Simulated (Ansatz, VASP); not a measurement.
# One calculation of Ni, two programs

```
CELL_PARAMETERS angstrom
3.54220 1.77110 1.77110
1.77110 3.54220 1.77110
1.77110 1.77110 3.54220
ATOMIC_POSITIONS crystal
Ni 0.00000 0.00000 0.00000
Ni 0.50000 0.50000 0.50000
```

Alike in both runs: task single point; functional PBE; k mesh 13 × 13 × 13; occupations gaussian, width 0.1 eV; collinear spin; Hubbard terms Ni d U = 6.2 eV.

|  | VASP | Ansatz |
| --- | --- | --- |
| version | VASP 6.6.1 | Ansatz 0.2.0 |
| potentials or method | VASP PAW PBE potentials, release 64 (Ni), cutoff 520 eV | PAW, plane waves, scalar-relativistic |
| valence electrons in the cell | 20 | 36 |

```tsv
	VASP	Ansatz	Ansatz less VASP
pressure (GPa)	-11.1	-0.4	+10.73
traceless stress, the component that is largest in VASP (GPa)	-0.12	0.14	+0.257
net moment per atom (μB)	0.81	0.72	-0.094
size of the moment on the site where the two differ most (μB)	0.86	0.78	-0.078
```

Site moments also hang on the region over which each program counts them. The programs project onto different local orbitals, so the same U acts differently, and such runs can settle in different states. VASP's potentials hold 20 valence electrons a cell and Ansatz's 36, so a difference there can come from the potentials and not from the codes. Ansatz's warnings: filled band counts differ across k points, negative dielectric reading, no starting moments.
